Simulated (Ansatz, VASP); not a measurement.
One calculation of Al, two programs

Contents of POSCAR:

```
Al
1.0
   -1.5644741648      1.5644741648      1.5943685756
    1.5644741648     -1.5644741648      1.5943685756
    1.6242629864      1.6242629864     -1.5943685756
Al
1
Direct
    0.0000000000      0.0000000000      0.0000000000
```

Contents of INCAR.step1:

```
SYSTEM = Al
PREC = Accurate
ENCUT = 520
ISMEAR = 0
SIGMA = 0.15
LREAL = .FALSE.
LASPH = .TRUE.
NELM = 60
NBANDS = 8
GGA = PE
ALGO = Normal
EDIFF = 1E-4
LWAVE = .TRUE.
LCHARG = .FALSE.
```

The input INCAR.step2:

```
SYSTEM = Al
PREC = Accurate
ENCUT = 520
EDIFF = 1E-7
ISMEAR = 0
SIGMA = 0.15
LREAL = .FALSE.
LASPH = .TRUE.
NELM = 60
ALGO = Normal
ISIF = 2
LWAVE = .FALSE.
LCHARG = .TRUE.
METAGGA = R2SCAN
LMIXTAU = .TRUE.
LELF = .TRUE.
LVHAR = .TRUE.
NBANDS = 8
ISTART = 1
```

Contents of KPOINTS:

```
regular mesh
0
G
  26 26 26
  0 0 0
```

Input for Ansatz:

```yaml
crystal:
  lattice:
    - [-1.5644741648, 1.5644741648, 1.5943685756]
    - [1.5644741648, -1.5644741648, 1.5943685756]
    - [1.6242629864, 1.6242629864, -1.5943685756]
  atoms:
    - { symbol: Al, position: [0.0, 0.0, 0.0] }
basis:
  ecutwfc: 500
kpoints:
  mp_grid: { grid: [26, 26, 26] }
hamiltonian:
  xc: r2scan
scf:
  occupations: { method: gaussian, width: 0.15 }
output:
  forces: true
  stress: true
  eigenvalues: true
```

Change from the starting cell: strain +0.0375 x Voigt [0, 0, 0, 0, 0, 1], atoms carried along.

Alike in both runs: task single point; functional r2SCAN; k mesh 26 × 26 × 26; occupations gaussian, width 0.15 eV; no spin polarisation.

```csv
,VASP,Ansatz
version,VASP 6.6.1,Ansatz 0.2.0
potentials or method,"VASP PAW PBE potentials, release 64 (Al), cutoff 520 eV","scalar-relativistic, plane waves, PAW"
valence electrons in the cell,3,3
```

Ansatz gave:

```
gap on the k mesh at the Fermi level (eV)                     : none
pressure (GPa)                                                : 0.1
traceless stress, the component that is largest in VASP (GPa) : -2.08
```

Which values does VASP return?

gap on the k mesh at the Fermi level (eV): none; pressure (GPa): -0.2; traceless stress, the component that is largest in VASP (GPa): -2.07.

VASP's potentials were made for PBE, not for r2SCAN. A gap of «none» marks a metal or a gap that the smearing closes.
